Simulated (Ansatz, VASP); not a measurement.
## SnCl3: VASP beside Ansatz

File INCAR:

```
SYSTEM = SnCl3
  PREC = Accurate
  ENCUT = 520
  EDIFF = 1E-6
  ISMEAR = 0
  SIGMA = 0.1
  LREAL = .False.
  LASPH = .True.
  NELM = 80
  ALGO = Normal
  ISIF = 2
  LWAVE = .False.
  LCHARG = .False.
  GGA = PE
  NBANDS = 26
```

KPOINTS

```
regular mesh
0
Gamma
  10 10 10
  0 0 0
```

POSCAR

```
SnCl3
1.0
    5.0035295519      0.0000000000      0.0000000000
    0.0000000000      5.0035295519      0.0000000000
    0.0000000000      0.0000000000      5.0035295519
Sn Cl
1 3
Direct
    0.5000000000      0.5000000000      0.5000000000
    0.0000000000      0.5000000000      0.5000000000
    0.5000000000      0.0000000000      0.5000000000
    0.5000000000      0.5000000000      0.0000000000
```

Input for Ansatz:

```yaml
crystal:
  lattice:
    - [5.0035295519, 0.0, 0.0]
    - [0.0, 5.0035295519, 0.0]
    - [0.0, 0.0, 5.0035295519]
  atoms:
    - { symbol: Sn, position: [0.5, 0.5, 0.5] }
    - { symbol: Cl, position: [0.0, 0.5, 0.5] }
    - { symbol: Cl, position: [0.5, 0.0, 0.5] }
    - { symbol: Cl, position: [0.5, 0.5, 0.0] }
basis:
  ecutwfc: 420
kpoints:
  mp_grid: { grid: [10, 10, 10] }
hamiltonian:
  xc: pbe
scf:
  occupations: { method: gaussian, width: 0.1 }
output:
  forces: true
  stress: true
  eigenvalues: true
  write_density: true
  write_potential: true
  elf: true
  volumetric_format: npy
```

Alike in both runs: task single point; functional PBE; k mesh 10 × 10 × 10; occupations gaussian, width 0.1 eV; no spin polarisation.

|  | VASP | Ansatz |
| --- | --- | --- |
| version | VASP 6.6.1 | Ansatz 0.2.0 |
| potentials or method | VASP PAW PBE potentials, release 64 (Sn_d, Cl), cutoff 520 eV | scalar-relativistic, plane waves, PAW |
| valence electrons in the cell | 35 | 35 |

```csv
,VASP,Ansatz,Ansatz less VASP
gap on the k mesh at the Fermi level (eV),none,none,-
pressure (GPa),5.6,5.6,+0.06
```

A gap of «none» marks a metal or a gap that the smearing closes. The functional is the same, so the differences come from potentials, cutoffs and numerics. Ansatz's warnings: xc potential rough in thin density.
